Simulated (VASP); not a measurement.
# TiB2 (P6/mmm) in VASP: further runs

TiB2 is run at these levels: LDA; tasks: single point, relaxation of cell and atoms.

Program: VASP 6.6.1. These are calculated values, not measurements. Logs are shortened: lines on timing, memory, paths and dates and some standing lists are left out, and cuts for length are marked.

## 1. The cell of the first run

The structure is hexagonal, space group P6/mmm (No. 191). The conventional cell has a = 2.995 Å, b = 2.995 Å, c = 3.157 Å, α = 90.00°, β = 90.00°, γ = 120.00°. Within 3.2 Å of Ti (site symmetry 6/mmm) lie 12 B at 2.34 Å and 8 Ti at 2.99 to 3.16 Å. Within 2.4 Å of B (site symmetry -6m2) lie 3 B at 1.73 Å and 6 Ti at 2.34 Å.

## 2. Single point, LDA

Contents of INCAR:

```
SYSTEM = TiB2
PREC = Accurate
ENCUT = 520
EDIFF = 1E-7
ISMEAR = 0
SIGMA = 0.1
LREAL = .FALSE.
LASPH = .TRUE.
NELM = 60
ALGO = Normal
ISIF = 2
LWAVE = .FALSE.
LCHARG = .TRUE.
LELF = .TRUE.
LVHAR = .TRUE.
NBANDS = 16
```

Contents of KPOINTS:

```
regular mesh
0
G
  9 9 6
  0 0 0
```

Contents of POSCAR:

```
TiB2
1.0
    2.9949342193      0.0000000029      0.0000000000
   -1.4974671121      2.5936891152      0.0000000000
    0.0000000000      0.0000000000      3.1572745920
Ti B
1 2
Direct
    0.0000000000      0.0000000000      0.0000000000
    0.3333333333      0.6666666667      0.5000000000
    0.6666666667      0.3333333333      0.5000000000
```

Potentials or basis: VASP PAW LDA potentials, release 64 (Ti_sv, B).

Run with:

```console
cat potpaw_LDA.64/Ti_sv/POTCAR potpaw_LDA.64/B/POTCAR > POTCAR
mpirun -np 1 vasp_std > vasp.out
```

OUTCAR:

```text
SYSTEM = TiB2
   PREC = Accurate
   ENCUT = 520
   EDIFF = 1E-7
   ISMEAR = 0
   LREAL = .FALSE.
   LASPH = .TRUE.
   NELM = 60
   ISIF = 2

 ion  position               nearest neighbor table
   1  0.000  0.000  0.000-   2 2.34   3 2.34   2 2.34   3 2.34   3 2.34   3 2.34   2 2.34   2 2.34
                             3 2.34   3 2.34   2 2.34   2 2.34
   2  0.333  0.667  0.500-   3 1.73   3 1.73   3 1.73   1 2.34   1 2.34   1 2.34   1 2.34   1 2.34
                             1 2.34
   3  0.667  0.333  0.500-   2 1.73   2 1.73   2 1.73   1 2.34   1 2.34   1 2.34   1 2.34   1 2.34
                             1 2.34

  LATTYP: Found a hexagonal cell.
 ALAT       =     2.9949342193
 C/A-ratio  =     1.0542049878

  Lattice vectors:

 A1 = (   2.9949342193,   0.0000000029,   0.0000000000)
 A2 = (  -1.4974671121,   2.5936891152,   0.0000000000)
 A3 = (   0.0000000000,   0.0000000000,   3.1572745920)

Analysis of symmetry for initial positions (statically):
=====================================================================
 Subroutine PRICEL returns:
 Original cell was already a primitive cell.

 Routine SETGRP: Setting up the symmetry group for a
 hexagonal supercell.

 Subroutine GETGRP returns: Found 24 space group operations
 (whereof 24 operations were pure point group operations)
 out of a pool of 24 trial point group operations.

The static configuration has the point symmetry D_6h.

Analysis of symmetry for dynamics (positions and initial velocities):
=====================================================================
 Subroutine PRICEL returns:
 Original cell was already a primitive cell.

 Routine SETGRP: Setting up the symmetry group for a
 hexagonal supercell.

 Subroutine GETGRP returns: Found 24 space group operations
 (whereof 24 operations were pure point group operations)
 out of a pool of 24 trial point group operations.

The dynamic configuration has the point symmetry D_6h.

 Subroutine INISYM returns: Found 24 space group operations
 (whereof 24 operations are pure point group operations),
 and found     1 'primitive' translations

----------------------------------------------------------------------------------------

                                     Primitive cell

  volume of cell :      24.5255

  direct lattice vectors                    reciprocal lattice vectors
     2.994934219  0.000000003  0.000000000     0.333897150  0.192775610  0.000000000
    -1.497467112  2.593689115  0.000000000    -0.000000000  0.385551219  0.000000000
     0.000000000  0.000000000  3.157274592     0.000000000  0.000000000  0.316728866

  length of vectors
     2.994934219  2.994934219  3.157274592     0.385551219  0.385551219  0.316728866

  position of ions in fractional coordinates (direct lattice)
     0.000000000  0.000000000  0.000000000
     0.333333333  0.666666667  0.500000000
     0.666666667  0.333333333  0.500000000

  ion indices of the primitive-cell ions
   primitive index   ion index
                 1           1
                 2           2
                 3           3

----------------------------------------------------------------------------------------

 KPOINTS: regular mesh

Automatic generation of k-mesh.
 Grid dimensions read from file:
 generate k-points for:    9    9    6

 Generating k-lattice:

  Cartesian coordinates                     Fractional coordinates (reciprocal lattice)
     0.037099683  0.021419512  0.000000000     0.111111111  0.000000000  0.000000000
    -0.000000000  0.042839024  0.000000000     0.000000000  0.111111111  0.000000000
     0.000000000  0.000000000  0.052788144     0.000000000  0.000000000  0.166666667

  Length of vectors
     0.042839024  0.042839024  0.052788144

  Shift w.r.t. Gamma in fractional coordinates (k-lattice)
     0.000000000  0.000000000  0.000000000

 Subroutine IBZKPT returns following result:
 ===========================================

 Found     48 irreducible k-points:

 Following reciprocal coordinates:
            Coordinates               Weight
  0.000000  0.000000  0.000000      1.000000
  0.111111  0.000000  0.000000      6.000000
  0.222222 -0.000000  0.000000      6.000000
  0.333333  0.000000  0.000000      6.000000
  0.444444 -0.000000  0.000000      6.000000
  0.111111  0.111111  0.000000      6.000000
[... 16 lines left out ...]
  0.333333  0.222222  0.166667     24.000000
  0.333333  0.333333  0.166667      4.000000
 [... further k-points ...]
   k-points           NKPTS =     48   k-points in BZ     NKDIM =     48   number of bands    NBANDS=     16
   number of dos      NEDOS =    301   number of ions     NIONS =      3
   total plane-waves  NPLWV =  13824
   dimension x,y,z NGX =    24 NGY =   24 NGZ =   24
   dimension x,y,z NGXF=    48 NGYF=   48 NGZF=   48
   ions per type =               1   2
   NGX,Y,Z   is equivalent  to a cutoff of  13.32, 13.32, 12.64 a.u.
   NGXF,Y,Z  is equivalent  to a cutoff of  26.64, 26.64, 25.27 a.u.
 SYSTEM =  TiB2
   PREC   = accura    normal or accurate (medium, high low for compatibility)
   ISTART =      0    job   : 0-new  1-cont  2-samecut
   ICHARG =      2    charge: 1-file 2-atom 10-const
   ISPIN  =      1    spin polarized calculation?
   LNONCOLLINEAR =      F non collinear calculations
   LSORBIT =      F    spin-orbit coupling
   LASPH  =      T    aspherical Exc in radial PAW
   ENCUT  =  520.0 eV  38.22 Ry    6.18 a.u.   5.57  5.57  5.87*2*pi/ulx,y,z
   NELM   =     60;   NELMIN=  2; NELMDL= -5     # of ELM steps
   EDIFF  = 0.1E-06   stopping-criterion for ELM
   LREAL  =      F    real-space projection
   EDIFFG = 0.1E-05   stopping-criterion for IOM
   NSW    =      0    number of steps for IOM
   IBRION =     -1    ionic relax: 0-MD 1-quasi-New 2-CG
   NFREE  =      0    steps in history (QN), initial steepest desc. (CG)
   ISIF   =      2    stress and relaxation
   ISYM   =      2    0-nonsym 1-usesym 2-fastsym
   POTIM  = 0.5000    time-step for ionic-motion
   TEBEG  =    0.0;   TEEND  =   0.0 temperature during run
   PSTRESS=    0.0 pullay stress
   NELECT =      18.0000    total number of electrons
   NUPDOWN=      -1.0000    fix difference up-down
   EMIN   =  10.00;   EMAX   =-10.00  energy-range for DOS
   EFERMI =   0.00;   METHOD = LEGACY
   ISMEAR =     0;   SIGMA  =   0.10  broadening in eV -4-tet -1-fermi 0-gaus
   EFERMI_NEDOS =   21; number of points for ismear=-14 and -15
   IALGO  =     38    algorithm
   IMIX   =      4    mixing-type and parameters
     AMIX     =   0.40;   BMIX     =  1.00
     AMIX_MAG =   1.60;   BMIX_MAG =  1.00
  volume/ion in A,a.u.               =       8.18        55.17
  Fermi-wavevector in a.u.,A,eV,Ry     =   1.476703  2.790564 29.669567  2.180652
  Thomas-Fermi vector in A             =   2.591197
   LORBIT       =      0    0 simple, 1 ext, 2 COOP (PROOUT), +10 PAW based schemes
   GGA     = CA    functional components
   LHFCALC =     F    Hartree Fock is set to
   AEXX    =    0.0000 exact exchange contribution
   IVDW    =     0    specifies the selected vdW correction
   LEPSILON=     F    determine dielectric tensor
   LRPA    =     F    only Hartree local field effects (RPA)
 non-spin polarized calculation
 Gauss-broadening in eV      SIGMA  =   0.10
  energy-cutoff  :      520.00
  volume of cell :       24.53
 maximum number of plane-waves:       684
 NGX is ok and might be reduce to    24
   NGX = 11   NGY = 11   NGZ = 11

 number of electron      18.0000000 magnetization

 Free energy of the ion-electron system (eV)
  ---------------------------------------------------
  ext. energy  EPLUGINS =         0.00000000
  ---------------------------------------------------
  free energy    TOTEN  =       -26.92163262 eV

  energy without entropy =      -26.92102447  energy(sigma->0) =      -26.92132855

 E-fermi :  10.4940     XC(G=0): -13.1720

 val. band max:       10.3218928046   @ k =   0.1111   0.0000   0.5000
 cond. band min:      10.5657261603   @ k =   0.0000   0.0000   0.3333
 fundamental gap:      0.2438333557
 Fermi energy:        10.4940147221

 k-point     1 :       0.0000    0.0000    0.0000
  band No.  band energies     occupation
      1     -45.6890      2.00000
      2     -22.4345      2.00000
      3     -22.0945      2.00000
      4     -22.0945      2.00000
      5      -3.0908      2.00000
      6       7.6705      2.00000
[... 8 lines left out ...]
     15      16.3471      0.00000
     16      17.7496      0.00000

 k-point     2 :       0.1111    0.0000    0.0000
  band No.  band energies     occupation
      1     -45.6812      2.00000
      2     -22.4248      2.00000
      3     -22.1523      2.00000
      4     -22.1075      2.00000
      5      -2.8482      2.00000
      6       7.0340      2.00000
[... 8 lines left out ...]
     15      17.6983      0.00000
     16      18.4844      0.00000

 k-point     3 :       0.2222   -0.0000    0.0000
  band No.  band energies     occupation
      1     -45.6611      2.00000
      2     -22.4004      2.00000
      3     -22.2963      2.00000
      4     -22.1404      2.00000
      5      -2.1480      2.00000
      6       5.5375      2.00000
[... 8 lines left out ...]
     15      18.2950      0.00000
     16      20.1921      0.00000

 k-point     4 :       0.3333    0.0000    0.0000
  band No.  band energies     occupation
      1     -45.6383      2.00000
      2     -22.4566      2.00000
      3     -22.3725      2.00000
      4     -22.1774      2.00000
      5      -1.0588      2.00000
      6       3.7614      2.00000
[... 8 lines left out ...]
     15      18.3910      0.00000
     16      19.8865      0.00000

 k-point     5 :       0.4444   -0.0000    0.0000
  band No.  band energies     occupation
      1     -45.6233      2.00000
      2     -22.5593      2.00000
      3     -22.3542      2.00000
      4     -22.2015      2.00000
      5       0.3303      2.00000
      6       2.0006      2.00000
[... 8 lines left out ...]
     15      18.3670      0.00000
     16      19.3411      0.00000

 k-point     6 :       0.1111    0.1111    0.0000
  band No.  band energies     occupation
      1     -45.6672      2.00000
      2     -22.4078      2.00000
      3     -22.2479      2.00000
      4     -22.1357      2.00000
      5      -2.3766      2.00000
      6       6.1193      2.00000
[... 8 lines left out ...]
     15      18.5953      0.00000
     16      18.7327      0.00000
[... 267 lines left out ...]
 k-point    21 :       0.4444    0.1111    0.1667
  band No.  band energies     occupation
      1     -45.6143      2.00000
      2     -22.5443      2.00000
      3     -22.4074      2.00000
      4     -22.2332      2.00000
      5       1.2469      2.00000
      6       1.5094      2.00000
[... 8 lines left out ...]
     15      19.7030      0.00000
     16      21.0873      0.00000

 k-point    22 :       0.2222    0.2222    0.1667
  band No.  band energies     occupation
      1     -45.6232      2.00000
      2     -22.4551      2.00000
      3     -22.4185      2.00000
      4     -22.2503      2.00000
      5      -0.2305      2.00000
      6       3.8116      2.00000
[... 8 lines left out ...]
     15      20.6188      0.00000
     16      20.9361      0.00000

 k-point    23 :       0.3333    0.2222    0.1667
  band No.  band energies     occupation
      1     -45.6117      2.00000
      2     -22.4894      2.00000
      3     -22.4039      2.00000
      4     -22.3125      2.00000
      5       1.0176      2.00000
      6       2.5080      2.00000
[... 8 lines left out ...]
     15      20.8728      0.00000
     16      21.2319      0.00000

 k-point    24 :       0.3333    0.3333    0.1667
  band No.  band energies     occupation
      1     -45.6078      2.00000
      2     -22.4182      2.00000
      3     -22.4182      2.00000
      4     -22.3985      2.00000
      5       2.0929      2.00000
      6       2.0929      2.00000
[... 8 lines left out ...]
     15      21.5407      0.00000
     16      21.5490      0.00000

 [... further k-points ...]

------------------------ aborting loop because EDIFF is reached ----------------------------------------

  FORCE on cell =-STRESS in cart. coord.  units (eV):
  Direction    XX          YY          ZZ          XY          YZ          ZX
  --------------------------------------------------------------------------------------
  -------------------------------------------------------------------------------------
  Total        0.0840436      0.0840436      0.0840937      0.0000000      0.0000000     -0.0000000
  in kB        5.4903175      5.4903175      5.4935939      0.0000000      0.0000000     -0.0000000
  external PRESSURE =       5.4914096 kB  Pullay stress =       0.0000000 kB

 VOLUME and BASIS-vectors are now :
 -----------------------------------------------------------------------------
  energy-cutoff  :      520.00
  volume of cell :       24.53
      direct lattice vectors                 reciprocal lattice vectors
     2.994934219  0.000000003  0.000000000     0.333897150  0.192775610  0.000000000
    -1.497467112  2.593689115  0.000000000    -0.000000000  0.385551219  0.000000000
     0.000000000  0.000000000  3.157274592     0.000000000  0.000000000  0.316728866

 POSITION                                       TOTAL-FORCE (eV/Angst)
 -----------------------------------------------------------------------------------
      0.00000      0.00000      0.00000         0.000000      0.000000      0.000000
     -0.00000      1.72913      1.57864         0.000000     -0.000000     -0.000000
      1.49747      0.86456      1.57864        -0.000000      0.000000      0.000000
 -----------------------------------------------------------------------------------
    total drift:                               -0.000000      0.000000      0.000000

  FREE ENERGIE OF THE ION-ELECTRON SYSTEM (eV)
  ---------------------------------------------------
  free  energy   TOTEN  =       -26.9216326219 eV

  energy  without entropy=      -26.9210244704  energy(sigma->0) =      -26.92132855
```

Run time: 9.8 s. Hardware: 1 thread of AMD EPYC 9R45 (Zen 5), shared host; peak memory 0.11 GiB.

What came out:

- Free energy: -26.9216 eV
- Pressure: 0.5 GPa
- Band gap on the k mesh: zero (bands 9 and 10 overlap by 0.40 eV)

(Part 1 of 2 ends here.)

The gap in the log of VASP goes by the Fermi energy; the results here count the filled bands.